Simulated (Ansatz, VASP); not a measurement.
**MgO in VASP and in Ansatz**

INCAR

```
SYSTEM = MgO
ALGO = Normal
EDIFF = 1E-6
ENCUT = 600
GGA = PE
GGA_COMPAT = .FALSE.
ISIF = 2
ISMEAR = 0
LASPH = .TRUE.
LCHARG = .TRUE.
LELF = .TRUE.
LREAL = .FALSE.
LVHAR = .TRUE.
LWAVE = .FALSE.
NBANDS = 11
NELM = 120
PREC = Accurate
SIGMA = 0.02
```

The input KPOINTS:

```
k-points
0
G
  10 10 10
  0 0 0
```

File POSCAR:

```
MgO
1.0
    0.0000000000      2.0611736335      2.0611736335
    2.0611736335      0.0000000000      2.0611736335
    2.0611736335      2.0611736335      0.0000000000
Mg O
1 1
Direct
    0.0000000000      0.0000000000      0.0000000000
    0.5000000000      0.5000000000      0.5000000000
```

Input for Ansatz:

```yaml
crystal:
  lattice:
    - [0.0, 2.0611736335, 2.0611736335]
    - [2.0611736335, 0.0, 2.0611736335]
    - [2.0611736335, 2.0611736335, 0.0]
  atoms:
    - { symbol: Mg, position: [0.0, 0.0, 0.0] }
    - { symbol: O, position: [0.5, 0.5, 0.5] }
basis:
  ecutwfc: 600.0
kpoints:
  mp_grid: { grid: [10, 10, 10] }
hamiltonian:
  xc: pbe
  pseudopotentials: { kind: paw }
scf:
  occupations: { method: gaussian, width: 0.02 }
output:
  forces: true
  stress: true
  eigenvalues: true
```

Alike in both runs: task single point; functional PBE; k mesh 10 × 10 × 10; occupations gaussian, width 0.02 eV; no spin polarisation.

```csv
,VASP,Ansatz
version,VASP 6.6.1,Ansatz 0.2.0
potentials or method,"VASP PAW PBE potentials, release 64 (Mg, O), cutoff 600 eV","scalar-relativistic, plane waves, PAW"
valence electrons in the cell,8,16
```

|  | VASP | Ansatz | Ansatz less VASP |
| --- | --- | --- | --- |
| gap on the k mesh at the Fermi level (eV) | 5.38 | 5.40 | +0.013 |
| least direct gap on the mesh (eV) | 5.38 | 5.40 | +0.013 |
| pressure (GPa) | 16.1 | 17.1 | +0.99 |

VASP's potentials hold 8 valence electrons a cell and Ansatz's 16, so a difference there can come from the potentials and not from the codes.
